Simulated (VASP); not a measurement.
# AgCl (CsCl type) (Pm-3m) in VASP: notebook, part 2 of 2

VASP 6.6.1. Earlier steps stand in the parts before.

### 4 Single point, PBEsol (16.26 Å³/atom)

This run uses another cell than the first one, of 16.26 Å³/atom.

INCAR reads:

```
ALGO = Normal
EDIFF = 1E-6
ENCUT = 520
GGA = PS
ISIF = 2
ISMEAR = -1
LASPH = T
LCHARG = F
LREAL = F
LWAVE = F
NBANDS = 16
NELM = 80
PREC = Accurate
SIGMA = 0.08
```

KPOINTS reads:

```
k-points
0
Gamma
  13 13 13
```

POSCAR reads:

```
AgCl
1.0
    3.1917878359      0.0000000000      0.0000000000
    0.0000000000      3.1917878359      0.0000000000
    0.0000000000      0.0000000000      3.1917878359
Ag Cl
1 1
Direct
    0.0000000000      0.0000000000      0.0000000000
    0.5000000000      0.5000000000      0.5000000000
```

Potentials or basis: VASP PAW PBE potentials, release 64 (Ag, Cl).

Command:

```
> cat potpaw_PBE.64/Ag/POTCAR potpaw_PBE.64/Cl/POTCAR > POTCAR
> mpirun -np 1 vasp_std > vasp.out
```

OUTCAR:

```text
EDIFF = 1E-6
   ENCUT = 520
   GGA = PS
   ISIF = 2
   ISMEAR = -1
   LASPH = T
   LREAL = F
   NELM = 80
   PREC = Accurate

 ion  position               nearest neighbor table
   1  0.000  0.000  0.000-   2 2.76   2 2.76   2 2.76   2 2.76   2 2.76   2 2.76   2 2.76   2 2.76

   2  0.500  0.500  0.500-   1 2.76   1 2.76   1 2.76   1 2.76   1 2.76   1 2.76   1 2.76   1 2.76

  LATTYP: Found a simple cubic cell.
 ALAT       =     3.1917878359

  Lattice vectors:

 A1 = (   3.1917878359,   0.0000000000,   0.0000000000)
 A2 = (   0.0000000000,   3.1917878359,   0.0000000000)
 A3 = (   0.0000000000,   0.0000000000,   3.1917878359)

Analysis of symmetry for initial positions (statically):
=====================================================================
 Subroutine PRICEL returns:
 Original cell was already a primitive cell.

 Routine SETGRP: Setting up the symmetry group for a
 simple cubic supercell.

 Subroutine GETGRP returns: Found 48 space group operations
 (whereof 48 operations were pure point group operations)
 out of a pool of 48 trial point group operations.

The static configuration has the point symmetry O_h .

Analysis of symmetry for dynamics (positions and initial velocities):
=====================================================================
 Subroutine PRICEL returns:
 Original cell was already a primitive cell.

 Routine SETGRP: Setting up the symmetry group for a
 simple cubic supercell.

 Subroutine GETGRP returns: Found 48 space group operations
 (whereof 48 operations were pure point group operations)
 out of a pool of 48 trial point group operations.

The dynamic configuration has the point symmetry O_h .

 Subroutine INISYM returns: Found 48 space group operations
[... 111 lines left out ...]
   EFERMI =   0.00;   METHOD = LEGACY
   ISMEAR =    -1;   SIGMA  =   0.08  broadening in eV -4-tet -1-fermi 0-gaus
   EFERMI_NEDOS =   21; number of points for ismear=-14 and -15
   IALGO  =     38    algorithm
   IMIX   =      4    mixing-type and parameters
     AMIX     =   0.40;   BMIX     =  1.00
     AMIX_MAG =   1.60;   BMIX_MAG =  1.00
  volume/ion in A,a.u.               =      16.26       109.72
  Fermi-wavevector in a.u.,A,eV,Ry     =   1.344203  2.540176 24.584132  1.806883
  Thomas-Fermi vector in A             =   2.472216
   LORBIT       =      0    0 simple, 1 ext, 2 COOP (PROOUT), +10 PAW based schemes
   GGA     = PS    functional components
   LHFCALC =     F    Hartree Fock is set to
   AEXX    =    0.0000 exact exchange contribution
   IVDW    =     0    specifies the selected vdW correction
   LEPSILON=     F    determine dielectric tensor
   LRPA    =     F    only Hartree local field effects (RPA)
 non-spin polarized calculation
  energy-cutoff  :      520.00
  volume of cell :       32.52
 maximum number of plane-waves:       897
 NGX is ok and might be reduce to    24
   NGX = 11   NGY = 11   NGZ = 11

 number of electron      17.9999991 magnetization

 Free energy of the ion-electron system (eV)
  ---------------------------------------------------
  ext. energy  EPLUGINS =         0.00000000
  ---------------------------------------------------
  free energy    TOTEN  =        -5.68071393 eV

  energy without entropy =       -5.68056338  energy(sigma->0) =       -5.68063865

 E-fermi :   7.3533     XC(G=0): -11.8164

 val. band max:        6.8650984713   @ k =   0.4615   0.0000   0.0000
 cond. band min:       7.4820994999   @ k =   0.0000   0.0000   0.0000
 fundamental gap:      0.6170010285
 Fermi energy:         7.3533202524

 k-point     1 :       0.0000    0.0000    0.0000
  band No.  band energies     occupation
      1      -9.3006      2.00000
      2       2.9425      2.00000
      3       2.9425      2.00000
      4       4.4481      2.00000
      5       4.4481      2.00000
      6       4.4481      2.00000
[... 433 lines left out ...]
      3       2.0092      2.00000
      4       3.4607      2.00000
      5       3.4982      2.00000
      6       4.1061      2.00000
[... 8 lines left out ...]
     15      21.3243      0.00000
     16      23.2048      0.00000

 [... further k-points ...]

------------------------ aborting loop because EDIFF is reached ----------------------------------------

  FORCE on cell =-STRESS in cart. coord.  units (eV):
  Direction    XX          YY          ZZ          XY          YZ          ZX
  --------------------------------------------------------------------------------------
  -------------------------------------------------------------------------------------
  Total        2.3340887      2.3340887      2.3340887      0.0000000     -0.0000000     -0.0000000
  in kB      115.0074271    115.0074271    115.0074271      0.0000000     -0.0000000     -0.0000000
  external PRESSURE =     115.0074271 kB  Pullay stress =       0.0000000 kB

 VOLUME and BASIS-vectors are now :
 -----------------------------------------------------------------------------
  energy-cutoff  :      520.00
  volume of cell :       32.52
      direct lattice vectors                 reciprocal lattice vectors
     3.191787836  0.000000000  0.000000000     0.313304033  0.000000000  0.000000000
     0.000000000  3.191787836  0.000000000     0.000000000  0.313304033  0.000000000
     0.000000000  0.000000000  3.191787836     0.000000000  0.000000000  0.313304033

 POSITION                                       TOTAL-FORCE (eV/Angst)
 -----------------------------------------------------------------------------------
      0.00000      0.00000      0.00000         0.000000      0.000000      0.000000
      1.59589      1.59589      1.59589         0.000000      0.000000      0.000000
 -----------------------------------------------------------------------------------
    total drift:                                0.000000      0.000000     -0.000000

  FREE ENERGIE OF THE ION-ELECTRON SYSTEM (eV)
  ---------------------------------------------------
  free  energy   TOTEN  =        -5.6807139269 eV

  energy  without entropy=       -5.6805633823  energy(sigma->0) =       -5.68063865
```

stdout:

```text
POSCAR found type information on POSCAR AgCl
 POSCAR found :  2 types and       2 ions
 scaLAPACK will be used
 -----------------------------------------------------------------------------
|                                                                             |
|                                                                             |
|     You enforced a specific xc type in the INCAR file but a different       |
|     I HOPE YOU KNOW WHAT YOU ARE DOING!                                     |
|                                                                             |
 -----------------------------------------------------------------------------

 LDA part: xc-table for (Slater+PW92), standard interpolation
 POSCAR, INCAR and KPOINTS ok, starting setup
 FFT: planning ... GRIDC
 FFT: planning ... GRID_SOFT
 FFT: planning ... GRID
 WAVECAR not read
 entering main loop
```

Run time: 11 s. Hardware: 1 thread of Intel Xeon 6975P-C (Granite Rapids), shared host; peak memory 0.16 GiB.

Results:

```
Free energy            : -5.6807 eV
Pressure               : 11.5 GPa
Band gap on the k mesh : 0.62 eV (least direct gap 2.89 eV)
```

Levels at points of the mesh, in eV from the valence-band top:
```csv
k point,band 6,band 7,band 8,band 9,band 10,band 11,band 12,band 13
"(0.00, 0.00, 0.00)",-2.42,-2.29,-2.29,-2.29,0.62,8.99,8.99,15.30
```

Caveat: the cell stands under pressure; the PAW data sets were made with another functional, which shifts forces and pressure a little; an odd mesh through Γ misses points on the zone boundary, where band edges can lie.

### 5 Single point, PBEsol

This run uses another cell than the first one, of 18.48 Å³/atom.

INCAR reads:

```
SYSTEM = AgCl
ALGO = Normal ; EDIFF = 1E-7
ENCUT = 520 ; GGA = PS
ISIF = 2 ; ISMEAR = -1
LASPH = .True. ; LCHARG = .True.
LELF = .True. ; LREAL = .False.
LVHAR = .True. ; LWAVE = .False.
NBANDS = 16 ; NELM = 80
PREC = Accurate ; SIGMA = 0.08
```

KPOINTS reads:

```
k-points
0
Gamma
  13 13 13
  0 0 0
```

POSCAR reads:

```
AgCl
1.0
    3.3307327798      0.0000000000      0.0000000000
    0.0000000000      3.3307327798      0.0000000000
    0.0000000000      0.0000000000      3.3307327798
Ag Cl
1 1
Direct
    0.0000000000      0.0000000000      0.0000000000
    0.5000000000      0.5000000000      0.5000000000
```

Potentials or basis: VASP PAW PBE potentials, release 64 (Ag, Cl).

Command:

```
> cat potpaw_PBE.64/Ag/POTCAR potpaw_PBE.64/Cl/POTCAR > POTCAR
> mpirun -np 1 vasp_std > vasp.out
```

OUTCAR:

```text
SYSTEM = AgCl
   EDIFF = 1E-7
   ENCUT = 520
   GGA = PS
   ISIF = 2
   ISMEAR = -1
   LASPH = .True.
   LREAL = .False.
   NELM = 80
   PREC = Accurate

 ion  position               nearest neighbor table
   1  0.000  0.000  0.000-   2 2.88   2 2.88   2 2.88   2 2.88   2 2.88   2 2.88   2 2.88   2 2.88

   2  0.500  0.500  0.500-   1 2.88   1 2.88   1 2.88   1 2.88   1 2.88   1 2.88   1 2.88   1 2.88

  LATTYP: Found a simple cubic cell.
 ALAT       =     3.3307327798

  Lattice vectors:

 A1 = (   3.3307327798,   0.0000000000,   0.0000000000)
 A2 = (   0.0000000000,   3.3307327798,   0.0000000000)
 A3 = (   0.0000000000,   0.0000000000,   3.3307327798)

Analysis of symmetry for initial positions (statically):
=====================================================================
 Subroutine PRICEL returns:
 Original cell was already a primitive cell.

 Routine SETGRP: Setting up the symmetry group for a
 simple cubic supercell.

 Subroutine GETGRP returns: Found 48 space group operations
 (whereof 48 operations were pure point group operations)
 out of a pool of 48 trial point group operations.

The static configuration has the point symmetry O_h .

Analysis of symmetry for dynamics (positions and initial velocities):
=====================================================================
 Subroutine PRICEL returns:
 Original cell was already a primitive cell.

 Routine SETGRP: Setting up the symmetry group for a
 simple cubic supercell.

 Subroutine GETGRP returns: Found 48 space group operations
 (whereof 48 operations were pure point group operations)
 out of a pool of 48 trial point group operations.

The dynamic configuration has the point symmetry O_h .

 Subroutine INISYM returns: Found 48 space group operations
 (whereof 48 operations are pure point group operations),
 and found     1 'primitive' translations

----------------------------------------------------------------------------------------

                                     Primitive cell

[... 110 lines left out ...]
     AMIX_MAG =   1.60;   BMIX_MAG =  1.00
  volume/ion in A,a.u.               =      18.48       124.68
  Fermi-wavevector in a.u.,A,eV,Ry     =   1.288129  2.434210 22.575809  1.659275
  Thomas-Fermi vector in A             =   2.420101
   LORBIT       =      0    0 simple, 1 ext, 2 COOP (PROOUT), +10 PAW based schemes
   GGA     = PS    functional components
   LHFCALC =     F    Hartree Fock is set to
   AEXX    =    0.0000 exact exchange contribution
   IVDW    =     0    specifies the selected vdW correction
   LEPSILON=     F    determine dielectric tensor
   LRPA    =     F    only Hartree local field effects (RPA)
 non-spin polarized calculation
  energy-cutoff  :      520.00
  volume of cell :       36.95
 maximum number of plane-waves:      1021
 NGX is ok and might be reduce to    28
   NGX = 13   NGY = 13   NGZ = 13

 number of electron      17.9999997 magnetization

 Free energy of the ion-electron system (eV)
  ---------------------------------------------------
  ext. energy  EPLUGINS =         0.00000000
  ---------------------------------------------------
  free energy    TOTEN  =        -5.82109900 eV

  energy without entropy =       -5.82076119  energy(sigma->0) =       -5.82093009

 E-fermi :   5.4093     XC(G=0): -11.1096

 val. band max:        4.9705645584   @ k =   0.4615   0.0000   0.0000
 cond. band min:       5.4385756960   @ k =   0.0000   0.0000   0.0000
 fundamental gap:      0.4680111377
 Fermi energy:         5.4093427219

 k-point     1 :       0.0000    0.0000    0.0000
  band No.  band energies     occupation
      1     -10.1935      2.00000
      2       1.8058      2.00000
      3       1.8058      2.00000
      4       2.9667      2.00000
      5       2.9667      2.00000
      6       2.9667      2.00000
[... 433 lines left out ...]
      3       1.0341      2.00000
      4       2.1915      2.00000
      5       2.2348      2.00000
      6       2.7112      2.00000
[... 8 lines left out ...]
     15      19.2203      0.00000
     16      21.0789      0.00000

 [... further k-points ...]

------------------------ aborting loop because EDIFF is reached ----------------------------------------

  FORCE on cell =-STRESS in cart. coord.  units (eV):
  Direction    XX          YY          ZZ          XY          YZ          ZX
  --------------------------------------------------------------------------------------
  -------------------------------------------------------------------------------------
  Total       -0.0220218     -0.0220218     -0.0220218     -0.0000000      0.0000000      0.0000000
  in kB       -0.9548677     -0.9548677     -0.9548677     -0.0000000      0.0000000      0.0000000
  external PRESSURE =      -0.9548677 kB  Pullay stress =       0.0000000 kB

 VOLUME and BASIS-vectors are now :
 -----------------------------------------------------------------------------
  energy-cutoff  :      520.00
  volume of cell :       36.95
      direct lattice vectors                 reciprocal lattice vectors
     3.330732780  0.000000000  0.000000000     0.300234233  0.000000000  0.000000000
     0.000000000  3.330732780  0.000000000     0.000000000  0.300234233  0.000000000
     0.000000000  0.000000000  3.330732780     0.000000000  0.000000000  0.300234233

 POSITION                                       TOTAL-FORCE (eV/Angst)
 -----------------------------------------------------------------------------------
      0.00000      0.00000      0.00000         0.000000      0.000000      0.000000
      1.66537      1.66537      1.66537         0.000000      0.000000      0.000000
 -----------------------------------------------------------------------------------
    total drift:                               -0.000000      0.000000      0.000000

  FREE ENERGIE OF THE ION-ELECTRON SYSTEM (eV)
  ---------------------------------------------------
  free  energy   TOTEN  =        -5.8210990016 eV

  energy  without entropy=       -5.8207611866  energy(sigma->0) =       -5.82093009
```

OSZICAR:

```text
N       E                     dE             d eps       ncg     rms          rms(c)
DAV:   1     0.998576436704E+02    0.99858E+02   -0.87663E+03  2712   0.104E+03
DAV:   2    -0.268376906644E+01   -0.10254E+03   -0.94346E+02  3440   0.226E+02
DAV:   3    -0.606826150405E+01   -0.33845E+01   -0.33774E+01  3280   0.439E+01
DAV:   4    -0.608819179788E+01   -0.19930E-01   -0.19929E-01  3464   0.367E+00
DAV:   5    -0.608840777191E+01   -0.21597E-03   -0.21597E-03  3408   0.372E-01    0.741E+00
DAV:   6    -0.583063819650E+01    0.25777E+00   -0.43525E-01  3288   0.956E+00    0.489E+00
DAV:   7    -0.582471442918E+01    0.59238E-02   -0.95852E-02  2856   0.205E+00    0.235E+00
DAV:   8    -0.582131296249E+01    0.34015E-02   -0.56004E-03  3296   0.745E-01    0.383E-01
DAV:   9    -0.582108358432E+01    0.22938E-03   -0.50284E-04  3520   0.341E-01    0.542E-02
DAV:  10    -0.582109664193E+01   -0.13058E-04   -0.54361E-05  3176   0.760E-02    0.259E-02
DAV:  11    -0.582109900502E+01   -0.23631E-05   -0.21779E-06  3312   0.126E-02    0.482E-03
DAV:  12    -0.582109900156E+01    0.34622E-08   -0.58093E-07  3272   0.619E-03
   1 F= -.58210990E+01 E0= -.58209301E+01  d E =-.337815E-03
```

It took 20 s on 1 thread of Intel Xeon 6975P-C (Granite Rapids), shared host; peak memory 0.19 GiB.

Results:

```yaml
Free_energy: -5.8211 eV
Pressure: -0.1 GPa
Band_gap_on_the_k_mesh: 0.47 eV (least direct gap 2.28 eV)
```

Caveat: the PAW data sets were made with another functional, which shifts forces and pressure a little; an odd mesh through Γ misses points on the zone boundary, where band edges can lie.

### 6 The runs side by side

| cell | gap on the mesh (eV) | pressure (GPa) |
| --- | --- | --- |
| a = 2.929 Å, 2 atoms | 1.35 | 68.9 |
| a = 3.066 Å, 2 atoms | 0.88 | 30.9 |
| a = 3.192 Å, 2 atoms | 0.62 | 11.5 |
| a = 3.331 Å, 2 atoms | 0.47 | -0.1 |

Alike in all rows: task single point; level PBEsol; potentials or basis VASP PAW PBE potentials, release 64 (Ag, Cl); no spin polarisation; k mesh 13 × 13 × 13; cutoff (eV) 520; smearing fermi-dirac 0.08 eV.

Caveats: the PAW data sets were made with another functional, which shifts forces and pressure a little; an odd mesh through Γ misses points on the zone boundary, where band edges can lie; the cell stands under pressure (at least some runs).

Total energies depend on the potentials used, so only differences within one code and one set of settings carry meaning.
